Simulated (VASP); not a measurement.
# NaYC3N3 (Fm-3m) in VASP: single point with PBE

Aim: the single point of NaYC3N3 with PBE.

Everything below comes from runs of VASP 6.6.1. Logs are shortened: lines on timing, memory, paths and dates and some standing lists are left out, and cuts for length are marked.

### 1 The cell of the first run

It takes space group Fm-3m (No. 225, cubic). Conventional cell: a = 10.972 Å, b = 10.972 Å, c = 10.972 Å, α = 90.00°, β = 90.00°, γ = 90.00°. Na (site symmetry -43m) has 12 N at 3.92 Å and 12 C at 3.93 Å and 8 Y at 4.75 Å within 5.1 Å. Within 2.8 Å of Y (site symmetry m-3m) lie 6 C at 2.11 Å. Within 2.9 Å of Y (site symmetry m-3m) lie 6 N at 2.21 Å. C (site symmetry 4mm) has 1 N at 1.17 Å within 1.6 Å. Within 1.6 Å of N (site symmetry 4mm) lie 1 C at 1.17 Å.

### 2 Single point, PBE, collinear spin, ferromagnetic start

File INCAR:

```
SYSTEM = NaYC3N3
PREC = Accurate
ENCUT = 520
EDIFF = 1E-6
ISMEAR = 0
SIGMA = 0.1
LREAL = Auto
LASPH = .True.
NELM = 150
ALGO = Normal
ISIF = 2
LWAVE = .False.
LCHARG = .False.
ISPIN = 2
MAGMOM = 0 0 0 0 1 1 1 1 1 1 1 1 1 1 1 1
LORBIT = 11
LMAXMIX = 4
GGA = PE
NBANDS = 63
```

File KPOINTS:

```
regular mesh
0
Gamma
  4 4 4
  0 0 0
```

File POSCAR:

```
NaYC3N3
1.0
    0.0000000000      5.4860000000      5.4860000000
    5.4860000000      0.0000000000      5.4860000000
    5.4860000000      5.4860000000      0.0000000000
Na Y C N
2 2 6 6
Direct
    0.2500000000      0.2500000000      0.2500000000
    0.7500000000      0.7500000000      0.7500000000
    0.0000000000      0.0000000000      0.0000000000
    0.5000000000      0.5000000000      0.5000000000
    0.8080568700      0.1919431300      0.1919431300
    0.1919431300      0.8080568700      0.1919431300
    0.1919431300      0.1919431300      0.8080568700
    0.1919431300      0.8080568700      0.8080568700
    0.8080568700      0.1919431300      0.8080568700
    0.8080568700      0.8080568700      0.1919431300
    0.7014218000      0.2985782000      0.2985782000
    0.2985782000      0.7014218000      0.2985782000
    0.2985782000      0.2985782000      0.7014218000
    0.2985782000      0.7014218000      0.7014218000
    0.7014218000      0.2985782000      0.7014218000
    0.7014218000      0.7014218000      0.2985782000
```

Potentials or basis: VASP PAW PBE potentials, release 64 (Na_pv, Y_sv, C, N).

Command:

```bash
cat potpaw_PBE.64/Na_pv/POTCAR potpaw_PBE.64/Y_sv/POTCAR potpaw_PBE.64/C/POTCAR potpaw_PBE.64/N/POTCAR > POTCAR
mpirun -np 1 vasp_std > vasp.out
```

OUTCAR:

```text
SYSTEM = NaYC3N3
   PREC = Accurate
   ENCUT = 520
   EDIFF = 1E-6
   ISMEAR = 0
   LREAL = Auto
   LASPH = .True.
   NELM = 150
   ISIF = 2
   ISPIN = 2
   LORBIT = 11
   GGA = PE

 ion  position               nearest neighbor table
   1  0.250  0.250  0.250-
   2  0.750  0.750  0.750-
   3  0.000  0.000  0.000-   5 2.11   6 2.11   7 2.11   8 2.11   9 2.11  10 2.11
   4  0.500  0.500  0.500-  11 2.21  12 2.21  13 2.21  14 2.21  15 2.21  16 2.21
   5  0.808  0.192  0.192-  11 1.17   3 2.11
   6  0.192  0.808  0.192-  12 1.17   3 2.11
   7  0.192  0.192  0.808-  13 1.17   3 2.11
   8  0.192  0.808  0.808-  14 1.17   3 2.11
   9  0.808  0.192  0.808-  15 1.17   3 2.11
  10  0.808  0.808  0.192-  16 1.17   3 2.11
  11  0.701  0.299  0.299-   5 1.17   4 2.21
  12  0.299  0.701  0.299-   6 1.17   4 2.21
  13  0.299  0.299  0.701-   7 1.17   4 2.21
  14  0.299  0.701  0.701-   8 1.17   4 2.21
  15  0.701  0.299  0.701-   9 1.17   4 2.21
  16  0.701  0.701  0.299-  10 1.17   4 2.21

  LATTYP: Found a face centered cubic cell.
 ALAT       =    10.9720000000

  Lattice vectors:

 A1 = (   0.0000000000,   5.4860000000,   5.4860000000)
 A2 = (   5.4860000000,   0.0000000000,   5.4860000000)
 A3 = (   5.4860000000,   5.4860000000,   0.0000000000)

Analysis of symmetry for initial positions (statically):
=====================================================================
 Subroutine PRICEL returns:
 Original cell was already a primitive cell.

 Routine SETGRP: Setting up the symmetry group for a
 face centered cubic supercell.

 Subroutine GETGRP returns: Found 48 space group operations
 (whereof 48 operations were pure point group operations)
 out of a pool of 48 trial point group operations.

The static configuration has the point symmetry O_h .

Analysis of symmetry for dynamics (positions and initial velocities):
=====================================================================
 Subroutine PRICEL returns:
 Original cell was already a primitive cell.

 Routine SETGRP: Setting up the symmetry group for a
 face centered cubic supercell.

 Subroutine GETGRP returns: Found 48 space group operations
 (whereof 48 operations were pure point group operations)
 out of a pool of 48 trial point group operations.

The dynamic configuration has the point symmetry O_h .

Analysis of structural, dynamic, and magnetic symmetry:
=====================================================================
 Subroutine PRICEL returns:
 Original cell was already a primitive cell.

 Routine SETGRP: Setting up the symmetry group for a
 face centered cubic supercell.

 Subroutine GETGRP returns: Found 48 space group operations
 (whereof 48 operations were pure point group operations)
 out of a pool of 48 trial point group operations.

The overall configuration has the point symmetry O_h .

 Subroutine INISYM returns: Found 48 space group operations
 (whereof 48 operations are pure point group operations),
 and found     1 'primitive' translations

----------------------------------------------------------------------------------------

                                     Primitive cell

  volume of cell :     330.2155

  direct lattice vectors                    reciprocal lattice vectors
     0.000000000  5.486000000  5.486000000    -0.091141086  0.091141086  0.091141086
     5.486000000  0.000000000  5.486000000     0.091141086 -0.091141086  0.091141086
     5.486000000  5.486000000  0.000000000     0.091141086  0.091141086 -0.091141086

  length of vectors
     7.758375603  7.758375603  7.758375603     0.157860992  0.157860992  0.157860992

  position of ions in fractional coordinates (direct lattice)
     0.250000000  0.250000000  0.250000000
     0.750000000  0.750000000  0.750000000
     0.000000000  0.000000000  0.000000000
     0.500000000  0.500000000  0.500000000
     0.808056870  0.191943130  0.191943130
     0.191943130  0.808056870  0.191943130
[... 8 lines left out ...]
     0.701421800  0.298578200  0.701421800
     0.701421800  0.701421800  0.298578200

  ion indices of the primitive-cell ions
   primitive index   ion index
                 1           1
                 2           2
                 3           3
                 4           4
                 5           5
                 6           6
[... 8 lines left out ...]
                15          15
                16          16

----------------------------------------------------------------------------------------

 KPOINTS: regular mesh

Automatic generation of k-mesh.
 Grid dimensions read from file:
 generate k-points for:    4    4    4

 Generating k-lattice:

  Cartesian coordinates                     Fractional coordinates (reciprocal lattice)
    -0.022785272  0.022785272  0.022785272     0.250000000  0.000000000  0.000000000
     0.022785272 -0.022785272  0.022785272     0.000000000  0.250000000  0.000000000
     0.022785272  0.022785272 -0.022785272     0.000000000  0.000000000  0.250000000

  Length of vectors
     0.039465248  0.039465248  0.039465248

  Shift w.r.t. Gamma in fractional coordinates (k-lattice)
     0.000000000  0.000000000  0.000000000

 Subroutine IBZKPT returns following result:
 ===========================================

 Found      8 irreducible k-points:

 Following reciprocal coordinates:
            Coordinates               Weight
  0.000000  0.000000  0.000000      1.000000
  0.250000  0.000000  0.000000      8.000000
  0.500000  0.000000  0.000000      4.000000
  0.250000  0.250000  0.000000      6.000000
  0.500000  0.250000  0.000000     24.000000
 -0.250000  0.250000  0.000000     12.000000
  0.500000  0.500000  0.000000      3.000000
 -0.250000  0.500000  0.250000      6.000000
   k-points           NKPTS =      8   k-points in BZ     NKDIM =      8   number of bands    NBANDS=     63
   number of dos      NEDOS =    301   number of ions     NIONS =     16
   total plane-waves  NPLWV = 216000
   dimension x,y,z NGX =    60 NGY =   60 NGZ =   60
   dimension x,y,z NGXF=   120 NGYF=  120 NGZF=  120
   ions per type =               2   2   6   6
   NGX,Y,Z   is equivalent  to a cutoff of  12.86, 12.86, 12.86 a.u.
   NGXF,Y,Z  is equivalent  to a cutoff of  25.71, 25.71, 25.71 a.u.
 SYSTEM =  NaYC3N3
   PREC   = accura    normal or accurate (medium, high low for compatibility)
   ISTART =      0    job   : 0-new  1-cont  2-samecut
   ICHARG =      2    charge: 1-file 2-atom 10-const
   ISPIN  =      2    spin polarized calculation?
   LNONCOLLINEAR =      F non collinear calculations
   LSORBIT =      F    spin-orbit coupling
   LASPH  =      T    aspherical Exc in radial PAW
   ENCUT  =  520.0 eV  38.22 Ry    6.18 a.u.  14.43 14.43 14.43*2*pi/ulx,y,z
   NELM   =    150;   NELMIN=  2; NELMDL= -5     # of ELM steps
   EDIFF  = 0.1E-05   stopping-criterion for ELM
   LREAL  =      T    real-space projection
   EDIFFG = 0.1E-04   stopping-criterion for IOM
   NSW    =      0    number of steps for IOM
   IBRION =     -1    ionic relax: 0-MD 1-quasi-New 2-CG
   NFREE  =      0    steps in history (QN), initial steepest desc. (CG)
   ISIF   =      2    stress and relaxation
   ISYM   =      2    0-nonsym 1-usesym 2-fastsym
   POTIM  = 0.5000    time-step for ionic-motion
   TEBEG  =    0.0;   TEEND  =   0.0 temperature during run
   PSTRESS=    0.0 pullay stress
   NELECT =      90.0000    total number of electrons
   NUPDOWN=      -1.0000    fix difference up-down
   EMIN   =  10.00;   EMAX   =-10.00  energy-range for DOS
   EFERMI =   0.00;   METHOD = LEGACY
   ISMEAR =     0;   SIGMA  =   0.10  broadening in eV -4-tet -1-fermi 0-gaus
   EFERMI_NEDOS =   21; number of points for ismear=-14 and -15
   IALGO  =     38    algorithm
   IMIX   =      4    mixing-type and parameters
     AMIX     =   0.40;   BMIX     =  1.00
     AMIX_MAG =   1.60;   BMIX_MAG =  1.00
  volume/ion in A,a.u.               =      20.64       139.28
  Fermi-wavevector in a.u.,A,eV,Ry     =   1.061426  2.005805 15.328676  1.126626
  Thomas-Fermi vector in A             =   2.196842
   LORBIT       =     11    0 simple, 1 ext, 2 COOP (PROOUT), +10 PAW based schemes
   GGA     = PE    functional components
   LHFCALC =     F    Hartree Fock is set to
   AEXX    =    0.0000 exact exchange contribution
   IVDW    =     0    specifies the selected vdW correction
   LEPSILON=     F    determine dielectric tensor
   LRPA    =     F    only Hartree local field effects (RPA)
 spin polarized calculation
 Gauss-broadening in eV      SIGMA  =   0.10
  energy-cutoff  :      520.00
  volume of cell :      330.22
 maximum number of plane-waves:      8904
 NGX is ok and might be reduce to    60
   NGX = 29   NGY = 29   NGZ = 29

 number of electron      90.0000010 magnetization       0.0003648

 number of electron      90.0000010 magnetization      -0.0003335

 Free energy of the ion-electron system (eV)
  ---------------------------------------------------
  ext. energy  EPLUGINS =         0.00000000
  ---------------------------------------------------
  free energy    TOTEN  =      -117.17628994 eV

  energy without entropy =     -117.15823440  energy(sigma->0) =     -117.16726217

 E-fermi :   1.6209     XC(G=0):  -7.2013

 val. band max:        1.4590624639   @ k =   0.2500   0.0000   0.0000
 cond. band min:       1.6782091574   @ k =  -0.2500   0.2500   0.0000
 fundamental gap:      0.2191466935
 Fermi energy:         1.6208858764

 spin component 1

 k-point     1 :       0.0000    0.0000    0.0000
  band No.  band energies     occupation
      1     -40.1045      1.00000
      2     -38.3085      1.00000
      3     -25.7186      1.00000
      4     -25.7185      1.00000
      5     -25.7185      1.00000
      6     -25.7185      1.00000
[... 469 lines left out ...]
     56       4.4182      0.00000
     57       4.8407      0.00000
 Fermi energy:         1.6208858764

 spin component 2

 k-point     1 :       0.0000    0.0000    0.0000
  band No.  band energies     occupation
      1     -40.1044      1.00000
      2     -38.3084      1.00000
      3     -25.7186      1.00000
      4     -25.7185      1.00000
      5     -25.7185      1.00000
      6     -25.7185      1.00000
[... 469 lines left out ...]
     56       4.4181      0.00000
     57       4.8404      0.00000
 [bands above 57 left out]

------------------------ aborting loop because EDIFF is reached ----------------------------------------

  FORCE on cell =-STRESS in cart. coord.  units (eV):
  Direction    XX          YY          ZZ          XY          YZ          ZX
  --------------------------------------------------------------------------------------
  -------------------------------------------------------------------------------------
  Total       34.8102887     34.8102887     34.8102887     -0.0000000     -0.0000000      0.0000000
  in kB      168.8965594    168.8965594    168.8965594     -0.0000000     -0.0000000      0.0000000
  external PRESSURE =     168.8965594 kB  Pullay stress =       0.0000000 kB

 VOLUME and BASIS-vectors are now :
 -----------------------------------------------------------------------------
  energy-cutoff  :      520.00
  volume of cell :      330.22
      direct lattice vectors                 reciprocal lattice vectors
     0.000000000  5.486000000  5.486000000    -0.091141086  0.091141086  0.091141086
     5.486000000  0.000000000  5.486000000     0.091141086 -0.091141086  0.091141086
     5.486000000  5.486000000  0.000000000     0.091141086  0.091141086 -0.091141086

 POSITION                                       TOTAL-FORCE (eV/Angst)
 -----------------------------------------------------------------------------------
      2.74300      2.74300      2.74300        -0.000000      0.000000      0.000000
      8.22900      8.22900      8.22900         0.000000      0.000000     -0.000000
      0.00000      0.00000      0.00000        -0.000000     -0.000000     -0.000000
      5.48600      5.48600      5.48600         0.000000      0.000000     -0.000000
      2.10600      5.48600      5.48600         2.743536      0.000000      0.000000
      5.48600      2.10600      5.48600         0.000000      2.743536      0.000000
[... 8 lines left out ...]
      5.48600      7.69600      5.48600         0.000000     -0.993834      0.000000
      5.48600      5.48600      7.69600         0.000000      0.000000     -0.993834
 -----------------------------------------------------------------------------------
    total drift:                               -0.000000     -0.000000      0.000000

  FREE ENERGIE OF THE ION-ELECTRON SYSTEM (eV)
  ---------------------------------------------------
  free  energy   TOTEN  =      -117.1762899411 eV

  energy  without entropy=     -117.1582343995  energy(sigma->0) =     -117.16726217

 total charge

# of ion       s       p       d       f       tot
--------------------------------------------------
    1        0.006   5.946   0.000   0.000   5.951
    2        0.006   5.946   0.000   0.000   5.951
    3        2.325   7.335   1.858   0.226  11.744
    4        2.218   6.739   1.213   0.179  10.349
    5        1.001   1.647   0.000   0.000   2.648
    6        1.001   1.647   0.000   0.000   2.648
[... 8 lines left out ...]
   15        1.324   2.613   0.000   0.000   3.937
   16        1.324   2.613   0.000   0.000   3.937
--------------------------------------------------
tot         18.502  51.524   3.071   0.405  73.503

 magnetization (x)

# of ion       s       p       d       f       tot
--------------------------------------------------
    1       -0.000   0.000   0.000   0.000  -0.000
    2       -0.000   0.000   0.000   0.000  -0.000
    3        0.000   0.000  -0.000  -0.000   0.000
    4       -0.000  -0.000  -0.000  -0.000  -0.000
    5       -0.000  -0.000   0.000   0.000  -0.000
    6       -0.000  -0.000   0.000   0.000  -0.000
[... 8 lines left out ...]
   15       -0.000   0.000   0.000   0.000   0.000
   16       -0.000   0.000   0.000   0.000   0.000
--------------------------------------------------
tot         -0.000   0.000  -0.000  -0.000  -0.000
```

It took 18 min on 1 thread of Intel Xeon Platinum 8259CL at 2.50GHz (Skylake/Cascade Lake), shared host; peak memory 0.78 GiB.

Results:

- Free energy: -117.1763 eV
- Pressure: 16.9 GPa
- Largest force: 2.744 eV/Å
- Band gap on the k mesh: zero (filled and empty bands overlap)
- Net moment: 0.00 μB per cell
- Valence electrons inside the program's atomic spheres: Na 5.95; Y 11.74, 10.35; C 2.65; N 3.94

Forces in eV/Å, atoms in the order of the input:
```
Na   0.000  0.000  0.000
Na   0.000  0.000  0.000
Y    0.000  0.000  0.000
Y    0.000  0.000  0.000
C    2.744  0.000  0.000
C    0.000  2.744  0.000
C    0.000  0.000  2.744
C   -2.744  0.000  0.000
C    0.000 -2.744  0.000
C    0.000  0.000 -2.744
N    0.994  0.000  0.000
N    0.000  0.994  0.000
N    0.000  0.000  0.994
N   -0.994  0.000  0.000
N    0.000 -0.994  0.000
N    0.000  0.000 -0.994
```

Levels at points of the mesh, in eV from the Fermi level:
Spin up:
```
           k point  band 43  band 44  band 45  band 46  band 47  band 48
(0.00, 0.00, 0.00)    -3.25    -3.25    -0.51    -0.51    -0.51     0.30
(0.50, 0.00, 0.00)    -3.39    -3.39     0.27     0.42     0.42     0.86
(0.50, 0.50, 0.00)    -3.16    -3.10    -0.49     0.72     0.72     1.06
```
Spin down:
| k point | band 41 | band 42 | band 43 | band 44 | band 45 | band 46 | band 47 | band 48 | band 49 | band 50 |
| --- | --- | --- | --- | --- | --- | --- | --- | --- | --- | --- |
| (0.00, 0.00, 0.00) | -4.77 | -3.25 | -3.25 | -3.25 | -0.51 | -0.51 | -0.51 | 0.30 | 1.15 | 2.32 |
| (0.50, 0.00, 0.00) | -4.84 | -3.52 | -3.39 | -3.39 | 0.27 | 0.42 | 0.42 | 0.86 | 1.03 | 1.30 |
| (0.50, 0.50, 0.00) | -4.77 | -3.16 | -3.16 | -3.10 | -0.49 | 0.72 | 0.72 | 1.06 | 1.40 | 1.96 |

Caveat: the cell stands under pressure; forces of over 1 eV/Å act on the atoms, so gaps and moduli don't describe the material at rest.

The gap in the log of VASP goes by the Fermi energy; the results here count the filled bands.